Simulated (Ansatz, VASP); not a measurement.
**Pd in VASP and in Ansatz**

INCAR

```
SYSTEM = Pd
PREC     = Accurate       ! precision mode
ENCUT    = 520            ! plane-wave cutoff, eV
EDIFF    = 1E-6           ! SCF threshold, eV
ISMEAR   = 0              ! smearing method
SIGMA    = 0.15           ! smearing width, eV
LREAL    = .FALSE.        ! projectors in reciprocal space
LASPH    = .TRUE.         ! aspherical terms in the spheres
NELM     = 80             ! most SCF steps
ALGO     = Fast           ! electronic algorithm
ISIF     = 2              ! what is computed and relaxed
LWAVE    = .FALSE.        ! write WAVECAR
LCHARG   = .FALSE.        ! write CHGCAR
GGA      = PE             ! functional
NBANDS   = 11             ! bands
```

KPOINTS

```
Automatic mesh
0
G
  20 20 20
  0 0 0
```

POSCAR

```
Pd
1.0
    0.0097245000      1.9449000000      1.9449000000
    1.9546245000      0.0000000000      1.9546245000
    1.9449000000      1.9449000000      0.0097245000
Pd
1
Direct
    0.0000000000      0.0000000000      0.0000000000
```

Input for Ansatz:

```yaml
crystal:
  lattice:
    - [0.0097245, 1.9449, 1.9449]
    - [1.9546245, 0.0, 1.9546245]
    - [1.9449, 1.9449, 0.0097245]
  atoms:
    - { symbol: Pd, position: [0.0, 0.0, 0.0] }
basis:
  ecutwfc: 420
kpoints:
  mp_grid: { grid: [20, 20, 20] }
hamiltonian:
  xc: pbe
scf:
  occupations: { method: gaussian, width: 0.15 }
output:
  forces: true
  stress: true
  eigenvalues: true
```

Change from the starting cell: strain +0.0100 x Voigt [0, 0, 0, 0, 1, 0], atoms carried along.

Alike in both runs: task single point; functional PBE; k mesh 20 × 20 × 20; occupations gaussian, width 0.15 eV; no spin polarisation.

|  | VASP | Ansatz |
| --- | --- | --- |
| version | VASP 6.6.1 | Ansatz 0.2.0 |
| potentials or method | VASP PAW PBE potentials, release 64 (Pd), cutoff 520 eV | scalar-relativistic, plane waves, PAW |
| valence electrons in the cell | 10 | 18 |

|  | VASP | Ansatz | Ansatz less VASP |
| --- | --- | --- | --- |
| gap on the k mesh at the Fermi level (eV) | none | none | - |
| pressure (GPa) | 7.4 | 7.7 | +0.31 |
| traceless stress, the component that is largest in VASP (GPa) | -0.81 | -0.81 | -0.003 |

A gap of «none» marks a metal or a gap that the smearing closes. VASP's potentials hold 10 valence electrons a cell and Ansatz's 18, so a difference there can come from the potentials and not from the codes.
